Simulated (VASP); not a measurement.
# H (Cm) in VASP: single point with PBE

Aim: the single point of H with PBE.

All numbers are computed with VASP 6.6.1; they aren't measurements. Logs are shortened: lines on timing, memory, paths and dates and some standing lists are left out, and cuts for length are marked.

## (1) The cell of the first run

It takes space group Cm (No. 8, monoclinic). Conventional cell: a = 5.463 Å, b = 3.297 Å, c = 6.314 Å, α = 90.00°, β = 90.00°, γ = 90.00°. Within 1.0 Å of H (site symmetry m) lie 1 H at 0.75 Å. H (site symmetry m) has 1 H at 0.75 Å within 1.0 Å. Within 1.0 Å of H (site symmetry m) lie 1 H at 0.74 Å. Within 1.0 Å of H (site symmetry m) lie 1 H at 0.74 Å.

## (2) Single point, PBE (one atom moved)

INCAR

```
SYSTEM = H
  PREC = Accurate
  ENCUT = 500
  EDIFF = 1E-6
  ISMEAR = 0
  SIGMA = 0.02
  LREAL = .False.
  LASPH = .True.
  NELM = 120
  ALGO = Normal
  ISIF = 2
  LWAVE = .False.
  LCHARG = .False.
  GGA = PE
  NBANDS = 10
  GGA_COMPAT = .False.
```

KPOINTS

```
Automatic mesh
0
Gamma
  8 8 4
  0 0 0
```

POSCAR

```
H
1.0
    1.6485318600     -2.7316882300      0.0000000000
    1.6485318600      2.7316882300      0.0000000000
    0.0000000000      0.0000000000      6.3137686200
H
4
Direct
    0.5678085000      0.4321915000      1.0232725517
    0.4321915000      0.5678085000      0.0004850500
    0.4321915000      0.5678085000      0.4995149500
    0.5678085000      0.4321915000      0.5004850500
```

Potentials or basis: VASP PAW PBE potentials, release 64 (H).

Launch:

```bash
$ cat potpaw_PBE.64/H/POTCAR > POTCAR
$ mpirun -np 1 vasp_std > vasp.out
```

OUTCAR:

```text
SYSTEM = H
   PREC = Accurate
   ENCUT = 500
   EDIFF = 1E-6
   ISMEAR = 0
   LREAL = .False.
   LASPH = .True.
   NELM = 120
   ISIF = 2
   GGA = PE

 ion  position               nearest neighbor table
   1  0.568  0.432  0.023-   2 0.75
   2  0.432  0.568  0.000-   1 0.75
   3  0.432  0.568  0.500-   4 0.74
   4  0.568  0.432  0.500-   3 0.74

  LATTYP: Found a base centered orthorhombic cell.
 ALAT       =     3.2970637200
 B/A-ratio  =     1.6570430310
 C/A-ratio  =     1.9149671211

  Lattice vectors:

 A1 = (   1.6485318600,  -2.7316882300,   0.0000000000)
 A2 = (   1.6485318600,   2.7316882300,   0.0000000000)
 A3 = (   0.0000000000,   0.0000000000,   6.3137686200)

Analysis of symmetry for initial positions (statically):
=====================================================================
 Subroutine PRICEL returns:
 Original cell was already a primitive cell.

 Routine SETGRP: Setting up the symmetry group for a
 base centered orthorhombic supercell.

 Subroutine GETGRP returns: Found  2 space group operations
 (whereof  2 operations were pure point group operations)
 out of a pool of  8 trial point group operations.

The static configuration has the point symmetry C_1h.

Analysis of symmetry for dynamics (positions and initial velocities):
=====================================================================
 Subroutine PRICEL returns:
 Original cell was already a primitive cell.

 Routine SETGRP: Setting up the symmetry group for a
 base centered orthorhombic supercell.

 Subroutine GETGRP returns: Found  2 space group operations
 (whereof  2 operations were pure point group operations)
 out of a pool of  8 trial point group operations.

The dynamic configuration has the point symmetry C_1h.

 Subroutine INISYM returns: Found  2 space group operations
 (whereof  2 operations are pure point group operations),
 and found     1 'primitive' translations

----------------------------------------------------------------------------------------

                                     Primitive cell

  volume of cell :      56.8653

  direct lattice vectors                    reciprocal lattice vectors
     1.648531860 -2.731688230  0.000000000     0.303300174 -0.183036993  0.000000000
     1.648531860  2.731688230  0.000000000     0.303300174  0.183036993  0.000000000
     0.000000000  0.000000000  6.313768620     0.000000000  0.000000000  0.158384011

  length of vectors
     3.190576418  3.190576418  6.313768620     0.354250669  0.354250669  0.158384011

  position of ions in fractional coordinates (direct lattice)
     0.567808500  0.432191500  0.023272552
     0.432191500  0.567808500  0.000485050
     0.432191500  0.567808500  0.499514950
     0.567808500  0.432191500  0.500485050

  ion indices of the primitive-cell ions
   primitive index   ion index
                 1           1
                 2           2
                 3           3
                 4           4

----------------------------------------------------------------------------------------

 KPOINTS: Automatic mesh

Automatic generation of k-mesh.
 Grid dimensions read from file:
 generate k-points for:    8    8    4

 Generating k-lattice:

  Cartesian coordinates                     Fractional coordinates (reciprocal lattice)
     0.037912522 -0.022879624  0.000000000     0.125000000  0.000000000  0.000000000
     0.037912522  0.022879624  0.000000000     0.000000000  0.125000000  0.000000000
     0.000000000  0.000000000  0.039596003     0.000000000  0.000000000  0.250000000

  Length of vectors
     0.044281334  0.044281334  0.039596003

  Shift w.r.t. Gamma in fractional coordinates (k-lattice)
     0.000000000  0.000000000  0.000000000

 Subroutine IBZKPT returns following result:
 ===========================================

 Found     78 irreducible k-points:

 Following reciprocal coordinates:
            Coordinates               Weight
  0.000000  0.000000  0.000000      1.000000
  0.125000  0.000000  0.000000      4.000000
  0.250000  0.000000  0.000000      4.000000
  0.375000  0.000000  0.000000      4.000000
  0.500000  0.000000  0.000000      2.000000
  0.125000  0.125000  0.000000      2.000000
[... 16 lines left out ...]
  0.125000  0.000000  0.250000      4.000000
 -0.125000  0.000000  0.250000      4.000000
 [... further k-points ...]
   k-points           NKPTS =     78   k-points in BZ     NKDIM =     78   number of bands    NBANDS=     10
   number of dos      NEDOS =    301   number of ions     NIONS =      4
   total plane-waves  NPLWV =  27648
   dimension x,y,z NGX =    24 NGY =   24 NGZ =   48
   dimension x,y,z NGXF=    48 NGYF=   48 NGZF=   96
   ions per type =               4
   NGX,Y,Z   is equivalent  to a cutoff of  12.51, 12.51, 12.64 a.u.
   NGXF,Y,Z  is equivalent  to a cutoff of  25.01, 25.01, 25.28 a.u.
 SYSTEM =  H
   PREC   = accura    normal or accurate (medium, high low for compatibility)
   ISTART =      0    job   : 0-new  1-cont  2-samecut
   ICHARG =      2    charge: 1-file 2-atom 10-const
   ISPIN  =      1    spin polarized calculation?
   LNONCOLLINEAR =      F non collinear calculations
   LSORBIT =      F    spin-orbit coupling
   LASPH  =      T    aspherical Exc in radial PAW
   ENCUT  =  500.0 eV  36.75 Ry    6.06 a.u.   5.82  5.82 11.51*2*pi/ulx,y,z
   NELM   =    120;   NELMIN=  2; NELMDL= -5     # of ELM steps
   EDIFF  = 0.1E-05   stopping-criterion for ELM
   LREAL  =      F    real-space projection
   EDIFFG = 0.1E-04   stopping-criterion for IOM
   NSW    =      0    number of steps for IOM
   IBRION =     -1    ionic relax: 0-MD 1-quasi-New 2-CG
   NFREE  =      0    steps in history (QN), initial steepest desc. (CG)
   ISIF   =      2    stress and relaxation
   ISYM   =      2    0-nonsym 1-usesym 2-fastsym
   POTIM  = 0.5000    time-step for ionic-motion
   TEBEG  =    0.0;   TEEND  =   0.0 temperature during run
   PSTRESS=    0.0 pullay stress
   NELECT =       4.0000    total number of electrons
   NUPDOWN=      -1.0000    fix difference up-down
   EMIN   =  10.00;   EMAX   =-10.00  energy-range for DOS
   EFERMI =   0.00;   METHOD = LEGACY
   ISMEAR =     0;   SIGMA  =   0.02  broadening in eV -4-tet -1-fermi 0-gaus
   EFERMI_NEDOS =   21; number of points for ismear=-14 and -15
   IALGO  =     38    algorithm
   IMIX   =      4    mixing-type and parameters
     AMIX     =   0.40;   BMIX     =  1.00
     AMIX_MAG =   1.60;   BMIX_MAG =  1.00
  volume/ion in A,a.u.               =      14.22        95.94
  Fermi-wavevector in a.u.,A,eV,Ry     =   0.675791  1.277060  6.213693  0.456694
  Thomas-Fermi vector in A             =   1.752912
   LORBIT       =      0    0 simple, 1 ext, 2 COOP (PROOUT), +10 PAW based schemes
   GGA     = PE    functional components
   LHFCALC =     F    Hartree Fock is set to
   AEXX    =    0.0000 exact exchange contribution
   IVDW    =     0    specifies the selected vdW correction
   LEPSILON=     F    determine dielectric tensor
   LRPA    =     F    only Hartree local field effects (RPA)
 non-spin polarized calculation
 Gauss-broadening in eV      SIGMA  =   0.02
  energy-cutoff  :      500.00
  volume of cell :       56.87
 maximum number of plane-waves:      1464
   NGX = 11   NGY = 11   NGZ = 23

 number of electron       3.9999998 magnetization

 Free energy of the ion-electron system (eV)
  ---------------------------------------------------
  ext. energy  EPLUGINS =         0.00000000
  ---------------------------------------------------
  free energy    TOTEN  =       -13.55880721 eV

  energy without entropy =      -13.55880721  energy(sigma->0) =      -13.55880721

 E-fermi :  -8.3946     XC(G=0):  -4.8339

 val. band max:       -8.5263245945   @ k =   0.3750   0.3750   0.0000
 cond. band min:      -0.2811728878   @ k =   0.5000   0.5000   0.0000
 fundamental gap:      8.2451517067
 Fermi energy:        -8.3945663847

 k-point     1 :       0.0000    0.0000    0.0000
  band No.  band energies     occupation
      1     -10.4340      2.00000
      2      -9.7212      2.00000
      3       0.6908      0.00000
      4       3.8188      0.00000
      5       8.0560      0.00000
      6       8.3778      0.00000
      7       8.8904      0.00000
      8      10.2148      0.00000
      9      12.7858      0.00000
     10      12.7902      0.00000

 k-point     2 :       0.1250    0.0000    0.0000
  band No.  band energies     occupation
      1     -10.2921      2.00000
      2      -9.6013      2.00000
      3       0.9756      0.00000
      4       3.4419      0.00000
      5       6.8445      0.00000
      6       7.6575      0.00000
      7       9.3904      0.00000
      8      10.4146      0.00000
      9      11.0595      0.00000
     10      13.0835      0.00000

 k-point     3 :       0.2500    0.0000    0.0000
  band No.  band energies     occupation
      1      -9.9189      2.00000
      2      -9.2907      2.00000
      3       1.8066      0.00000
      4       2.3797      0.00000
      5       4.9136      0.00000
      6       7.1284      0.00000
      7       9.3043      0.00000
      8       9.4263      0.00000
      9      11.0963      0.00000
     10      11.3941      0.00000

 k-point     4 :       0.3750    0.0000    0.0000
  band No.  band energies     occupation
      1      -9.4906      2.00000
      2      -8.9444      2.00000
      3       1.1584      0.00000
      4       3.1414      0.00000
      5       3.5245      0.00000
      6       7.0248      0.00000
      7       8.1065      0.00000
      8       8.2966      0.00000
      9       9.1172      0.00000
     10      11.5918      0.00000

 k-point     5 :       0.5000    0.0000    0.0000
  band No.  band energies     occupation
      1      -9.2915      2.00000
      2      -8.7882      2.00000
      3       0.6531      0.00000
      4       2.8771      0.00000
      5       4.5221      0.00000
      6       6.3871      0.00000
      7       7.3150      0.00000
      8       7.4268      0.00000
      9       8.9985      0.00000
     10      11.1887      0.00000

 k-point     6 :       0.1250    0.1250    0.0000
  band No.  band energies     occupation
      1     -10.0560      2.00000
      2      -9.4065      2.00000
      3       1.5220      0.00000
      4       3.1100      0.00000
      5       6.1798      0.00000
      6       6.5117      0.00000
      7       7.4401      0.00000
      8      10.3471      0.00000
      9      10.7564      0.00000
     10      13.1479      0.00000
[... 183 lines left out ...]
 k-point    21 :       0.5000    0.5000    0.0000
  band No.  band energies     occupation
      1      -9.0092      2.00000
      2      -8.5310      2.00000
      3      -0.2812      0.00000
      4       1.5875      0.00000
      5       5.0682      0.00000
      6       6.3823      0.00000
      7       6.9944      0.00000
      8       8.8114      0.00000
      9      10.7146      0.00000
     10      11.0249      0.00000

 k-point    22 :       0.0000    0.0000    0.2500
  band No.  band energies     occupation
      1     -10.3442      2.00000
      2      -9.8360      2.00000
      3       1.1133      0.00000
      4       3.3432      0.00000
      5       8.0493      0.00000
      6       8.3723      0.00000
      7       8.7348      0.00000
      8       9.3592      0.00000
      9      12.9789      0.00000
     10      14.2988      0.00000

 k-point    23 :       0.1250    0.0000    0.2500
  band No.  band energies     occupation
      1     -10.2042      2.00000
      2      -9.7122      2.00000
      3       1.3863      0.00000
      4       3.1264      0.00000
      5       6.6741      0.00000
      6       7.6289      0.00000
      7       8.8669      0.00000
      8       9.5391      0.00000
      9      12.1229      0.00000
     10      13.6746      0.00000

 k-point    24 :      -0.1250    0.0000    0.2500
  band No.  band energies     occupation
      1     -10.2050      2.00000
      2      -9.7113      2.00000
      3       1.3485      0.00000
      4       3.2139      0.00000
      5       6.8529      0.00000
      6       7.1324      0.00000
      7       9.1566      0.00000
      8       9.5769      0.00000
      9      12.0629      0.00000
     10      13.6665      0.00000

 [... further k-points ...]

------------------------ aborting loop because EDIFF is reached ----------------------------------------

  FORCE on cell =-STRESS in cart. coord.  units (eV):
  Direction    XX          YY          ZZ          XY          YZ          ZX
  --------------------------------------------------------------------------------------
  -------------------------------------------------------------------------------------
  Total        0.0232820      0.0792989      0.0098462      0.0000000      0.0205040      0.0000000
  in kB        0.6559709      2.2342450      0.2774150      0.0000000      0.5777007      0.0000000
  external PRESSURE =       1.0558770 kB  Pullay stress =       0.0000000 kB

 VOLUME and BASIS-vectors are now :
 -----------------------------------------------------------------------------
  energy-cutoff  :      500.00
  volume of cell :       56.87
      direct lattice vectors                 reciprocal lattice vectors
     1.648531860 -2.731688230  0.000000000     0.303300174 -0.183036993  0.000000000
     1.648531860  2.731688230  0.000000000     0.303300174  0.183036993  0.000000000
     0.000000000  0.000000000  6.313768620     0.000000000  0.000000000  0.158384011

 POSITION                                       TOTAL-FORCE (eV/Angst)
 -----------------------------------------------------------------------------------
      1.64853     -0.37046      0.14694         0.000000      0.171286     -0.030430
      1.64853      0.37046      0.00306         0.000000     -0.171084      0.020419
      1.64853      0.37046      3.15382         0.000000      0.307083      0.000456
      1.64853     -0.37046      3.15995         0.000000     -0.307285      0.009555
 -----------------------------------------------------------------------------------
    total drift:                                0.000000      0.000016      0.000095

  FREE ENERGIE OF THE ION-ELECTRON SYSTEM (eV)
  ---------------------------------------------------
  free  energy   TOTEN  =       -13.5588072072 eV

  energy  without entropy=      -13.5588072072  energy(sigma->0) =      -13.55880721
```

Run time: 12 s. Hardware: 1 thread of Intel Xeon 6975P-C (Granite Rapids), shared host; peak memory 0.17 GiB.

What came out:

| Property | Result |
| --- | --- |
| Free energy | -13.5588 eV |
| Pressure | 0.1 GPa |
| Largest force | 0.307 eV/Å |
| Band gap on the k mesh | 8.25 eV |

Forces on the atoms (eV/Å):
```
H    0.000  0.171 -0.030
H    0.000 -0.171  0.020
H    0.000  0.307  0.000
H    0.000 -0.307  0.010
```

Stress tensor (GPa, compression positive):
```
0.07 0.00 0.00
0.00 0.22 0.06
0.00 0.06 0.03
```

Levels at points of the mesh, in eV from the valence-band top:
| k point | band 1 | band 2 | band 3 | band 4 | band 5 | band 6 |
| --- | --- | --- | --- | --- | --- | --- |
| (0.00, 0.00, 0.00) | -1.91 | -1.19 | 9.22 | 12.35 | 16.58 | 16.90 |
| (0.50, 0.00, 0.00) | -0.77 | -0.26 | 9.18 | 11.40 | 13.05 | 14.91 |
| (0.50, 0.50, 0.00) | -0.48 | 0.00 | 8.25 | 10.11 | 13.59 | 14.91 |
| (0.00, 0.00, 0.50) | -1.63 | -1.52 | 10.61 | 10.83 | 16.51 | 16.98 |
| (0.50, 0.00, 0.50) | -0.58 | -0.47 | 9.93 | 10.04 | 14.40 | 14.61 |
| (0.50, 0.50, 0.50) | -0.31 | -0.20 | 8.91 | 9.03 | 14.72 | 14.88 |

Caveat: the cell differs from its parent crystal (one atom moved). A k mesh can miss the band edges.
